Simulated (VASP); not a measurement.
Write the native input for VASP 6.6.1 that does the following.

* Task: single point
* Functional: LDA
* Potentials or basis: VASP PAW LDA potentials, release 64 (Cs_sv, H)
* Cutoff: 520 eV
* k mesh: 8 × 8 × 8
* Occupations: gaussian, width 0.05 eV
* Spin: no spin polarisation
* Dipole correction: no
* Further INCAR settings: ALGO = Normal; EDIFF = 1e-07; NBANDS = 12

The structure of CsH lies in POSCAR:

```
CsH
1.0
    0.0000000000      3.3155200000      3.4430400000
    3.3155200000      0.0000000000      3.4430400000
    3.3155200000      3.3155200000      0.0000000000
Cs H
1 1
Direct
    0.0000000000      0.0000000000      0.0000000000
    0.5000000000      0.5000000000      0.5000000000
```

This cell differs from its parent crystal: strain +0.040 along x and y, +0.080 along z.

One way to write it, as run:

INCAR

```
ALGO     = Normal         # electronic algorithm
EDIFF    = 1E-7           # SCF threshold, eV
ENCUT    = 520            # plane-wave cutoff, eV
ISIF     = 2              # what is computed and relaxed
ISMEAR   = 0              # smearing method
LASPH    = True           # aspherical terms in the spheres
LCHARG   = True           # write CHGCAR
LELF     = True           # ELF
LREAL    = False          # projectors in reciprocal space
LVHAR    = True         
LWAVE    = False          # write WAVECAR
NBANDS   = 12             # bands
NELM     = 60             # most SCF steps
PREC     = Accurate       # precision mode
SIGMA    = 0.05           # smearing width, eV
```

KPOINTS

```
k-points
0
Gamma
  8 8 8
```

Potentials or basis: VASP PAW LDA potentials, release 64 (Cs_sv, H).

The run is started by

```sh
$ cat potpaw_LDA.64/Cs_sv/POTCAR potpaw_LDA.64/H/POTCAR > POTCAR
$ mpirun -np 1 vasp_std > vasp.out
```

It gave:

The pressure is -2.0 GPa and the band gap on the k mesh is 2.09 eV.

Caveat: the cell differs from its parent crystal (strain +0.040 along x and y, +0.080 along z); spin-orbit coupling is left out, which moves the levels of the heavy elements.

It took 61 s on 1 thread of Intel Xeon 8259CL (shared host), peak memory 0.2 GiB.
